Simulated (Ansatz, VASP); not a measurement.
## WS2: VASP beside Ansatz

```xyz
3
Lattice="1.5738 0.9086 6.4660 -1.5738 0.9086 6.4660 0.0000 -1.8173 6.4660" Properties=species:S:1:pos:R:3 pbc="T T T"
W     0.0000    0.0000   19.3850
S     0.0000    0.0000   14.5090
S     0.0000    0.0000   11.3286
```

Change from the starting cell: strain +0.000 along x and y, +0.015 along z, atoms carried along.

Alike in both runs: task single point; functional PBEsol; k mesh 12 × 12 × 12; occupations gaussian, width 0.05 eV; no spin polarisation.

|  | VASP | Ansatz |
| --- | --- | --- |
| version | VASP 6.6.1 | Ansatz 0.2.0 |
| potentials or method | VASP PAW PBE potentials, release 64 (W_sv, S), cutoff 520 eV | scalar-relativistic, plane waves, PAW |
| valence electrons in the cell | 26 | 26 |

|  | VASP | Ansatz | Ansatz less VASP |
| --- | --- | --- | --- |
| gap on the k mesh at the Fermi level (eV) | 1.22 | 1.20 | -0.014 |
| least direct gap on the mesh (eV) | 1.99 | 1.99 | -0.004 |
| pressure (GPa) | -2.4 | -2.5 | -0.10 |
| traceless stress, the component that is largest in VASP (GPa) | -1.82 | -1.83 | -0.014 |
| rms of the force components (eV/Å) | 0.206 | 0.216 | +0.0095 |

VASP's potentials were made for PBE, not for PBEsol. Atom by atom the forces differ by 0.009 eV/Å (rms over components). With one functional, cell and mesh, what is left measures potentials, basis and numerics.

Neither program's run includes spin-orbit coupling.
